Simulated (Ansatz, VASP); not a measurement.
**NaCl: VASP beside Ansatz**

```xyz
2
Lattice="2.8016 0.0000 0.0000 0.0000 2.8016 0.0000 0.0000 0.0000 2.8016" Properties=species:S:1:pos:R:3 pbc="T T T"
Na    0.0000    0.0000    0.0000
Cl    1.4008    1.4008    1.4008
```

Change from the starting cell: volume scaled by 0.94, PAW files.

Alike in both runs: task electric field gradients; functional PBEsol; k mesh 9 × 9 × 9; occupations fermi-dirac, width 0.03 eV; no spin polarisation.

|  | VASP | Ansatz |
| --- | --- | --- |
| version | VASP 6.6.1 | Ansatz 0.2.0 |
| potentials or method | VASP PAW PBE potentials, release 64 (Na_pv, Cl) | PAW with Ansatz's default frozen-core files, scalar-relativistic |
| plane-wave cutoff (eV) | 520 | 420 |
| valence electrons in the cell | 14 | 16 |

|  | VASP | Ansatz | Ansatz less VASP |
| --- | --- | --- | --- |
| gap on the k mesh at the Fermi level (eV) | 4.31 | 4.25 | -0.061 |
| pressure (GPa) | 77.0 | 76.1 | -0.89 |

VASP's potentials were made for PBE, not for PBEsol. Both programs put the cell under a high pressure, so it lies far from rest at this level. VASP's potentials hold 14 valence electrons a cell and Ansatz's 16, so a difference there can come from the potentials and not from the codes.

Noted on VASP's run: the cell as given lies far from equilibrium.
